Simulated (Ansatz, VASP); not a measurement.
One calculation of AlCu5, two programs

```xyz
6
Lattice="2.6708 0.0000 0.0000 0.0000 3.5505 0.0000 0.0000 0.0000 7.8487" Properties=species:S:1:pos:R:3 pbc="T T T"
Al    1.3354    1.7753    3.9243
Cu    1.3354    1.7753    6.5638
Cu    0.0000    0.0000    5.2607
Cu    0.0000    0.0000    2.5879
Cu    1.3354    1.7753    1.2849
Cu    0.0000    0.0000    0.0000
```

Alike in both runs: functional PBE; k mesh 16 × 12 × 6; occupations fermi-dirac, width 0.15 eV; no spin polarisation.

Ansatz relaxed the structure, and its values are those at the end. VASP's run is a single point on that final structure, the one shown.

|  | VASP | Ansatz |
| --- | --- | --- |
| version | VASP 6.6.1 | Ansatz 0.2.0 |
| potentials or method | VASP PAW PBE potentials, release 64 (Al, Cu), cutoff 520 eV | scalar-relativistic, plane waves, PAW |
| valence electrons in the cell | 58 | 98 |

```csv
,VASP,Ansatz,Ansatz less VASP
gap on the k mesh at the Fermi level (eV),none,none,-
pressure (GPa),0.4,0.0,-0.43
```

A gap of «none» marks a metal or a gap that the smearing closes. VASP's potentials hold 58 valence electrons a cell and Ansatz's 98, so a difference there can come from the potentials and not from the codes.
